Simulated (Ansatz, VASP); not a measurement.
One calculation of KF, two programs

The input INCAR:

```
SYSTEM = KF
  ALGO = Normal
  EDIFF = 1E-7
  ENCUT = 520
  GGA = CA
  ISIF = 2
  ISMEAR = 0
  LASPH = .TRUE.
  LCHARG = .FALSE.
  LREAL = .FALSE.
  LWAVE = .FALSE.
  NBANDS = 15
  NELM = 100
  PREC = Accurate
  SIGMA = 0.05
```

The input KPOINTS:

```
k-points
0
G
  8 8 8
  0 0 0
```

Contents of POSCAR:

```
KF
1.0
    3.6582374591      0.0000000000      0.0000000000
    0.0000000000      3.6582374591      0.0000000000
    0.0000000000      0.0000000000      2.5863738836
K F
1 1
Direct
    0.0000000000      0.0000000000      0.0000000000
    0.5000000000      0.5000000000      0.5000000000
```

Input for Ansatz:

```yaml
crystal:
  lattice:
    - [3.6582374591, 0.0, 0.0]
    - [0.0, 3.6582374591, 0.0]
    - [0.0, 0.0, 2.5863738836]
  atoms:
    - { symbol: K, position: [0.0, 0.0, 0.0] }
    - { symbol: F, position: [0.5, 0.5, 0.5] }
basis:
  ecutwfc: 420
kpoints:
  mp_grid: { grid: [8, 8, 8] }
hamiltonian:
  xc: lda
scf:
  occupations: { method: gaussian, width: 0.05 }
output:
  forces: true
  stress: true
  eigenvalues: true
```

Alike in both runs: task single point; functional LDA; k mesh 8 × 8 × 8; occupations gaussian, width 0.05 eV; no spin polarisation.

|  | VASP | Ansatz |
| --- | --- | --- |
| version | VASP 6.6.1 | Ansatz 0.2.0 |
| potentials or method | VASP PAW LDA potentials, release 64 (K_sv, F), cutoff 520 eV | scalar-relativistic, plane waves, PAW |
| valence electrons in the cell | 16 | 16 |

Ansatz gave:

| Property | Result |
| --- | --- |
| gap on the k mesh at the Fermi level (eV) | 4.16 |
| least direct gap on the mesh (eV) | 4.17 |
| pressure (GPa) | -2.9 |
| traceless stress, the component that is largest in VASP (GPa) | 24.41 |

**Question.** Which values does VASP return?

**Answer.** gap on the k mesh at the Fermi level (eV): 4.14; least direct gap on the mesh (eV): 4.16; pressure (GPa): -2.7; traceless stress, the component that is largest in VASP (GPa): 24.79.

LDA's correlation is that of Perdew and Zunger in VASP and of Perdew and Wang (1992) in Ansatz.
